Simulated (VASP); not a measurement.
# CuRu2 (Fm-3m) in VASP: a series of runs

CuRu2 is run at these levels: r2SCAN; tasks: single point, relaxation of cell and atoms.

All numbers are computed with VASP 6.6.1; they aren't measurements. Logs are shortened: lines on timing, memory, paths and dates and some standing lists are left out, and cuts for length are marked.

## Step 1: The cell of the first run

Symmetry: Fm-3m, No. 225, cubic system. The conventional cell has a = 5.604 Å, b = 5.604 Å, c = 5.604 Å, α = 90.00°, β = 90.00°, γ = 90.00°. Within 3.2 Å of Cu (site symmetry m-3m) lie 8 Ru at 2.43 Å. Within 3.2 Å of Ru (site symmetry -43m) lie 4 Cu at 2.43 Å and 6 Ru at 2.80 Å.

## Step 2: Single point, r2SCAN

Input file POSCAR:

```
CuRu2
1.0
    0.0000000000      2.8020991796      2.8020991796
    2.8020991796      0.0000000000      2.8020991796
    2.8020991796      2.8020991796      0.0000000000
Cu Ru
1 2
Direct
    0.0000000000      0.0000000000      0.0000000000
    0.2500000000      0.2500000000      0.2500000000
    0.7500000000      0.7500000000      0.7500000000
```

Input file INCAR.step1:

```
SYSTEM = CuRu2
ALGO = Normal ; EDIFF = 1E-4
ENCUT = 520 ; GGA = PE
ISMEAR = 0 ; LASPH = .True.
LCHARG = .False. ; LREAL = .False.
LWAVE = .True. ; NBANDS = 26
NELM = 80 ; PREC = Accurate
SIGMA = 0.1
```

Input file INCAR.step2:

```
SYSTEM = CuRu2
ALGO = Normal ; EDIFF = 1E-7
ENCUT = 520 ; ISIF = 2
ISMEAR = 0 ; ISTART = 1
LASPH = .True. ; LCHARG = .True.
LELF = .True. ; LMIXTAU = .True.
LREAL = .False. ; LVHAR = .True.
LWAVE = .False. ; METAGGA = R2SCAN
NBANDS = 26 ; NELM = 80
PREC = Accurate ; SIGMA = 0.1
```

Input file KPOINTS:

```
k-points
0
Gamma
  6 6 6
  0 0 0
```

Potentials or basis: VASP PAW PBE potentials, release 64 (Cu, Ru_pv).

Run with:

```
> cat potpaw_PBE.64/Cu/POTCAR potpaw_PBE.64/Ru_pv/POTCAR > POTCAR
> cp INCAR.step1 INCAR
> mpirun -np 1 vasp_std > vasp.out
> cp INCAR.step2 INCAR
> mpirun -np 1 vasp_std > vasp.out
```

OUTCAR:

```text
SYSTEM = CuRu2
   EDIFF = 1E-7
   ENCUT = 520
   ISIF = 2
   ISMEAR = 0
   ISTART = 1
   LASPH = .True.
   LREAL = .False.
   METAGGA = R2SCAN
   NELM = 80
   PREC = Accurate

 ion  position               nearest neighbor table
   1  0.000  0.000  0.000-   3 2.43   3 2.43   3 2.43   2 2.43   3 2.43   2 2.43   2 2.43   2 2.43

   2  0.250  0.250  0.250-   1 2.43   1 2.43   1 2.43   1 2.43   3 2.80   3 2.80   3 2.80   3 2.80
                             3 2.80   3 2.80
   3  0.750  0.750  0.750-   1 2.43   1 2.43   1 2.43   1 2.43   2 2.80   2 2.80   2 2.80   2 2.80
                             2 2.80   2 2.80

  LATTYP: Found a face centered cubic cell.
 ALAT       =     5.6041983592

  Lattice vectors:

 A1 = (   0.0000000000,   2.8020991796,   2.8020991796)
 A2 = (   2.8020991796,   0.0000000000,   2.8020991796)
 A3 = (   2.8020991796,   2.8020991796,   0.0000000000)

Analysis of symmetry for initial positions (statically):
=====================================================================
 Subroutine PRICEL returns:
 Original cell was already a primitive cell.

 Routine SETGRP: Setting up the symmetry group for a
 face centered cubic supercell.

 Subroutine GETGRP returns: Found 48 space group operations
 (whereof 48 operations were pure point group operations)
 out of a pool of 48 trial point group operations.

The static configuration has the point symmetry O_h .

Analysis of symmetry for dynamics (positions and initial velocities):
=====================================================================
 Subroutine PRICEL returns:
 Original cell was already a primitive cell.

 Routine SETGRP: Setting up the symmetry group for a
 face centered cubic supercell.

 Subroutine GETGRP returns: Found 48 space group operations
 (whereof 48 operations were pure point group operations)
 out of a pool of 48 trial point group operations.

The dynamic configuration has the point symmetry O_h .

 Subroutine INISYM returns: Found 48 space group operations
 (whereof 48 operations are pure point group operations),
 and found     1 'primitive' translations

----------------------------------------------------------------------------------------

                                     Primitive cell

  volume of cell :      44.0028

  direct lattice vectors                    reciprocal lattice vectors
     0.000000000  2.802099180  2.802099180    -0.178437653  0.178437653  0.178437653
     2.802099180  0.000000000  2.802099180     0.178437653 -0.178437653  0.178437653
     2.802099180  2.802099180  0.000000000     0.178437653  0.178437653 -0.178437653

  length of vectors
     3.962766663  3.962766663  3.962766663     0.309063080  0.309063080  0.309063080

  position of ions in fractional coordinates (direct lattice)
     0.000000000  0.000000000  0.000000000
     0.250000000  0.250000000  0.250000000
     0.750000000  0.750000000  0.750000000

  ion indices of the primitive-cell ions
   primitive index   ion index
                 1           1
                 2           2
                 3           3

----------------------------------------------------------------------------------------

 KPOINTS: k-points

Automatic generation of k-mesh.
 Grid dimensions read from file:
 generate k-points for:    6    6    6

 Generating k-lattice:

  Cartesian coordinates                     Fractional coordinates (reciprocal lattice)
    -0.029739609  0.029739609  0.029739609     0.166666667  0.000000000  0.000000000
     0.029739609 -0.029739609  0.029739609     0.000000000  0.166666667  0.000000000
     0.029739609  0.029739609 -0.029739609     0.000000000  0.000000000  0.166666667

  Length of vectors
     0.051510513  0.051510513  0.051510513

  Shift w.r.t. Gamma in fractional coordinates (k-lattice)
     0.000000000  0.000000000  0.000000000

 Subroutine IBZKPT returns following result:
 ===========================================

 Found     16 irreducible k-points:

 Following reciprocal coordinates:
            Coordinates               Weight
  0.000000  0.000000  0.000000      1.000000
  0.166667  0.000000  0.000000      8.000000
  0.333333  0.000000  0.000000      8.000000
  0.500000  0.000000  0.000000      4.000000
  0.166667  0.166667  0.000000      6.000000
  0.333333  0.166667  0.000000     24.000000
[... 8 lines left out ...]
 -0.333333  0.333333  0.166667     24.000000
 -0.333333  0.500000  0.166667     12.000000
   k-points           NKPTS =     16   k-points in BZ     NKDIM =     16   number of bands    NBANDS=     26
   number of dos      NEDOS =    301   number of ions     NIONS =      3
   total plane-waves  NPLWV =  27000
   dimension x,y,z NGX =    30 NGY =   30 NGZ =   30
   dimension x,y,z NGXF=    60 NGYF=   60 NGZF=   60
   ions per type =               1   2
   NGX,Y,Z   is equivalent  to a cutoff of  12.59, 12.59, 12.59 a.u.
   NGXF,Y,Z  is equivalent  to a cutoff of  25.17, 25.17, 25.17 a.u.
 SYSTEM =  CuRu2
   PREC   = accura    normal or accurate (medium, high low for compatibility)
   ISTART =      1    job   : 0-new  1-cont  2-samecut
   ICHARG =      0    charge: 1-file 2-atom 10-const
   ISPIN  =      1    spin polarized calculation?
   LNONCOLLINEAR =      F non collinear calculations
   LSORBIT =      F    spin-orbit coupling
   LASPH  =      T    aspherical Exc in radial PAW
   ENCUT  =  520.0 eV  38.22 Ry    6.18 a.u.   7.37  7.37  7.37*2*pi/ulx,y,z
   NELM   =     80;   NELMIN=  2; NELMDL=  0     # of ELM steps
   EDIFF  = 0.1E-06   stopping-criterion for ELM
   LREAL  =      F    real-space projection
   EDIFFG = 0.1E-05   stopping-criterion for IOM
   NSW    =      0    number of steps for IOM
   IBRION =     -1    ionic relax: 0-MD 1-quasi-New 2-CG
   NFREE  =      0    steps in history (QN), initial steepest desc. (CG)
   ISIF   =      2    stress and relaxation
   ISYM   =      2    0-nonsym 1-usesym 2-fastsym
   POTIM  = 0.5000    time-step for ionic-motion
   TEBEG  =    0.0;   TEEND  =   0.0 temperature during run
   PSTRESS=    0.0 pullay stress
   NELECT =      39.0000    total number of electrons
   NUPDOWN=      -1.0000    fix difference up-down
   EMIN   =  10.00;   EMAX   =-10.00  energy-range for DOS
   EFERMI =   0.00;   METHOD = LEGACY
   ISMEAR =     0;   SIGMA  =   0.10  broadening in eV -4-tet -1-fermi 0-gaus
   EFERMI_NEDOS =   21; number of points for ismear=-14 and -15
   IALGO  =     38    algorithm
   IMIX   =      4    mixing-type and parameters
     AMIX     =   0.40;   BMIX     =  1.00
     AMIX_MAG =   1.60;   BMIX_MAG =  1.00
  volume/ion in A,a.u.               =      14.67        98.98
  Fermi-wavevector in a.u.,A,eV,Ry     =   1.572544  2.971678 33.645783  2.472895
  Thomas-Fermi vector in A             =   2.673963
   LORBIT       =      0    0 simple, 1 ext, 2 COOP (PROOUT), +10 PAW based schemes
   METAGGA = R2SCAN    functional components
   LHFCALC =     F    Hartree Fock is set to
   AEXX    =    0.0000 exact exchange contribution
   IVDW    =     0    specifies the selected vdW correction
   LEPSILON=     F    determine dielectric tensor
   LRPA    =     F    only Hartree local field effects (RPA)
 non-spin polarized calculation
 Gauss-broadening in eV      SIGMA  =   0.10
  energy-cutoff  :      520.00
  volume of cell :       44.00
 maximum number of plane-waves:      1243
 NGX is ok and might be reduce to    30
   NGX = 15   NGY = 15   NGZ = 15

 number of electron      39.0000012 magnetization

 Free energy of the ion-electron system (eV)
  ---------------------------------------------------
  ext. energy  EPLUGINS =         0.00000000
  ---------------------------------------------------
  free energy    TOTEN  =       -58.55916366 eV

  energy without entropy =      -58.53382164  energy(sigma->0) =      -58.54649265

 E-fermi :   9.0924     XC(G=0): -13.8362

 val. band max:        9.0897757406   @ k =  -0.3333   0.5000   0.1667
 cond. band min:       9.0960381055   @ k =  -0.1667   0.1667   0.0000
 fundamental gap:      0.0062623649
 Fermi energy:         9.0923562048

 k-point     1 :       0.0000    0.0000    0.0000
  band No.  band energies     occupation
      1     -34.9076      2.00000
      2     -34.9076      2.00000
      3     -34.9076      2.00000
      4     -34.5902      2.00000
      5     -34.5902      2.00000
      6     -34.5902      2.00000
[... 18 lines left out ...]
     25      18.7481      0.00000
     26      18.7490      0.00000

 k-point     2 :       0.1667    0.0000    0.0000
  band No.  band energies     occupation
      1     -34.8889      2.00000
      2     -34.8873      2.00000
      3     -34.8873      2.00000
      4     -34.6165      2.00000
      5     -34.6125      2.00000
      6     -34.6125      2.00000
[... 18 lines left out ...]
     25      18.8412      0.00000
     26      18.8412      0.00000

 k-point     3 :       0.3333    0.0000    0.0000
  band No.  band energies     occupation
      1     -34.8375      2.00000
      2     -34.8312      2.00000
      3     -34.8312      2.00000
      4     -34.6829      2.00000
      5     -34.6726      2.00000
      6     -34.6726      2.00000
[... 18 lines left out ...]
     25      18.2441      0.00000
     26      18.8168      0.00000

 k-point     4 :       0.5000    0.0000    0.0000
  band No.  band energies     occupation
      1     -34.7681      2.00000
      2     -34.7598      2.00000
      3     -34.7532      2.00000
      4     -34.7532      2.00000
      5     -34.7525      2.00000
      6     -34.7525      2.00000
[... 18 lines left out ...]
     25      18.7403      0.00000
     26      18.7403      0.00000

 k-point     5 :       0.1667    0.1667    0.0000
  band No.  band energies     occupation
      1     -34.9180      2.00000
      2     -34.9180      2.00000
      3     -34.8128      2.00000
      4     -34.6949      2.00000
      5     -34.5821      2.00000
      6     -34.5821      2.00000
[... 18 lines left out ...]
     25      18.1825      0.00000
     26      18.4565      0.00000

 k-point     6 :       0.3333    0.1667    0.0000
  band No.  band energies     occupation
      1     -34.9068      2.00000
      2     -34.9050      2.00000
      3     -34.7927      2.00000
      4     -34.7221      2.00000
      5     -34.5999      2.00000
      6     -34.5981      2.00000
[... 195 lines left out ...]
 k-point    13 :       0.5000    0.5000    0.0000
  band No.  band energies     occupation
      1     -35.0013      2.00000
      2     -34.9489      2.00000
      3     -34.9489      2.00000
      4     -34.5574      2.00000
      5     -34.5574      2.00000
      6     -34.5219      2.00000
[... 18 lines left out ...]
     25      13.1454      0.00000
     26      18.1825      0.00000

 k-point    14 :       0.5000    0.3333    0.1667
  band No.  band energies     occupation
      1     -34.9512      2.00000
      2     -34.8885      2.00000
      3     -34.8428      2.00000
      4     -34.6665      2.00000
      5     -34.6292      2.00000
      6     -34.5569      2.00000
[... 18 lines left out ...]
     25      15.4513      0.00000
     26      18.1825      0.00000

 k-point    15 :      -0.3333    0.3333    0.1667
  band No.  band energies     occupation
      1     -34.9489      2.00000
      2     -34.9428      2.00000
      3     -34.7561      2.00000
      4     -34.7553      2.00000
      5     -34.5703      2.00000
      6     -34.5669      2.00000
[... 18 lines left out ...]
     25      14.3332      0.00000
     26      18.1825      0.00000

 k-point    16 :      -0.3333    0.5000    0.1667
  band No.  band energies     occupation
      1     -34.9886      2.00000
      2     -34.9617      2.00000
      3     -34.8527      2.00000
      4     -34.6570      2.00000
      5     -34.5487      2.00000
      6     -34.5306      2.00000
[... 18 lines left out ...]
     25      13.1594      0.00000
     26      18.1825      0.00000

------------------------ aborting loop because EDIFF is reached ----------------------------------------

  FORCE on cell =-STRESS in cart. coord.  units (eV):
  Direction    XX          YY          ZZ          XY          YZ          ZX
  --------------------------------------------------------------------------------------
  -------------------------------------------------------------------------------------
  Total        0.2196911      0.2196911      0.2196911     -0.0000000     -0.0000000     -0.0000000
  in kB        7.9991269      7.9991269      7.9991269     -0.0000000     -0.0000000     -0.0000000
  external PRESSURE =       7.9991269 kB  Pullay stress =       0.0000000 kB

 VOLUME and BASIS-vectors are now :
 -----------------------------------------------------------------------------
  energy-cutoff  :      520.00
  volume of cell :       44.00
      direct lattice vectors                 reciprocal lattice vectors
     0.000000000  2.802099180  2.802099180    -0.178437653  0.178437653  0.178437653
     2.802099180  0.000000000  2.802099180     0.178437653 -0.178437653  0.178437653
     2.802099180  2.802099180  0.000000000     0.178437653  0.178437653 -0.178437653

 POSITION                                       TOTAL-FORCE (eV/Angst)
 -----------------------------------------------------------------------------------
      0.00000      0.00000      0.00000        -0.000000     -0.000000     -0.000000
      1.40105      1.40105      1.40105         0.000000      0.000000      0.000000
      4.20315      4.20315      4.20315        -0.000000     -0.000000     -0.000000
 -----------------------------------------------------------------------------------
    total drift:                                0.000000     -0.000000      0.000000

  FREE ENERGIE OF THE ION-ELECTRON SYSTEM (eV)
  ---------------------------------------------------
  free  energy   TOTEN  =       -58.5591636557 eV

  energy  without entropy=      -58.5338216387  energy(sigma->0) =      -58.54649265
```

Wall time 3.2 min (1 thread of Intel Xeon 8259CL, shared host); peak memory 0.18 GiB.

What came out:

```yaml
Free_energy: -58.5592 eV
Pressure: 0.8 GPa
Band_gap_on_the_k_mesh: zero (an odd number of electrons rules out a gap without spin polarisation)
```

Caveat: the PAW data sets were made with another functional, which shifts forces and pressure a little.

## Step 3: Relaxation of cell and atoms, r2SCAN

This run uses another cell than the first one, of 12.63 Å³/atom.

Input file POSCAR:

```
CuRu2
1.0
    0.0000000000      2.6660126658      2.6660126658
    2.6660126658      0.0000000000      2.6660126658
    2.6660126658      2.6660126658      0.0000000000
Cu Ru
1 2
Direct
    0.0000000000      0.0000000000      0.0000000000
    0.2500000000      0.2500000000      0.2500000000
    0.7500000000      0.7500000000      0.7500000000
```

Input file INCAR.step1:

```
  PREC = Accurate
  ENCUT = 600
  ISMEAR = 0
  SIGMA = 0.1
  LREAL = F
  LASPH = T
  NELM = 60
  GGA = PE
  ALGO = Normal
  EDIFF = 1E-4
  LWAVE = T
  LCHARG = F
```

Input file INCAR.step2:

```
  PREC = Accurate
  ENCUT = 600
  EDIFF = 1E-7
  ISMEAR = 0
  SIGMA = 0.1
  LREAL = F
  LASPH = T
  NELM = 60
  ALGO = Normal
  ISIF = 3
  LWAVE = F
  LCHARG = F
  METAGGA = R2SCAN
  LMIXTAU = T
  IBRION = 2
  NSW = 90
  EDIFFG = -0.04
  ISTART = 1
```

Input file KPOINTS:

```
Automatic mesh
0
Gamma
  6 6 6
```

Potentials or basis: VASP PAW PBE potentials, release 64 (Cu, Ru_pv).

Run with:

```
> cat potpaw_PBE.64/Cu/POTCAR potpaw_PBE.64/Ru_pv/POTCAR > POTCAR
> cp INCAR.step1 INCAR
> mpirun -np 1 vasp_std > vasp.out
> cp INCAR.step2 INCAR
> mpirun -np 1 vasp_std > vasp.out
```

It took 16 min on 1 thread of Intel Xeon 8259CL, shared host; peak memory 0.19 GiB.

The run converged. Its results:

```
Free energy                           : -58.5545 eV
Relaxed volume                        : 14.72 Å³/atom
Relaxed cell                          : a = 3.968 Å, b = 3.968 Å, c = 3.968 Å, α = 60.00°, β = 60.00°, γ = 60.00°
Space group after relaxing (to 0.1 Å) : Fm-3m (No. 225)
Pressure after relaxing               : 0.0 GPa
Band gap on the k mesh                : zero (an odd number of electrons rules out a gap without spin polarisation)
```

Final structure:
```
Cu Ru
1.0
     0.00000    2.80551    2.80551
     2.80551    0.00000    2.80551
     2.80551    2.80551    0.00000
Cu Ru
1 2
Direct
  0.00000 0.00000 0.00000
  0.25000 0.25000 0.25000
  0.75000 0.75000 0.75000
```

Levels at points of the mesh, in eV from the Fermi level:
```
           k point  band 17  band 18  band 19  band 20  band 21  band 22  band 23
(0.00, 0.00, 0.00)    -2.00     0.92     0.92     0.92     2.03     2.03     8.90
(0.50, 0.00, 0.00)    -1.25    -1.13    -1.13    -0.47    -0.17    -0.17     1.19
(0.50, 0.50, 0.00)    -1.37    -0.46     0.21     0.21     0.69     1.92     2.71
```

Caveat: the volume moved by over 15 % at a fixed basis, so the end points are rough; the PAW data sets were made with another functional, which shifts forces and pressure a little.

[end of part 1 of 2]
